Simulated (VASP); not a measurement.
Here is a VASP 6.6.1 calculation.

Contents of INCAR:

```
  PREC = Accurate
  ENCUT = 500
  EDIFF = 1E-6
  ISMEAR = 0
  SIGMA = 0.15
  LREAL = F
  LASPH = T
  NELM = 120
  ALGO = Normal
  ISIF = 2
  LWAVE = F
  LCHARG = F
  NBANDS = 14
  GGA_COMPAT = F
```

File KPOINTS:

```
regular mesh
0
Gamma
  22 22 22
```

Contents of POSCAR:

```
Ir
1.0
    0.0000000000      2.1833771395      1.3737808962
    2.1833771395      0.0000000000      1.3737808962
    2.1833771395      2.1833771395      0.0000000000
Ir
1
Direct
    0.0000000000      0.0000000000      0.0000000000
```

Potentials or basis: VASP PAW LDA potentials, release 64 (Ir_sv_GW).

Launch:

```console
$ cat potpaw_LDA.64/Ir_sv_GW/POTCAR > POTCAR
$ mpirun -np 1 vasp_std > vasp.out
```

Q: What does it give for the pressure?

A: 35.8 GPa.

Stress tensor (GPa, compression positive):
```
49.39  0.00  0.00
 0.00 49.39  0.00
 0.00  0.00  8.54
```
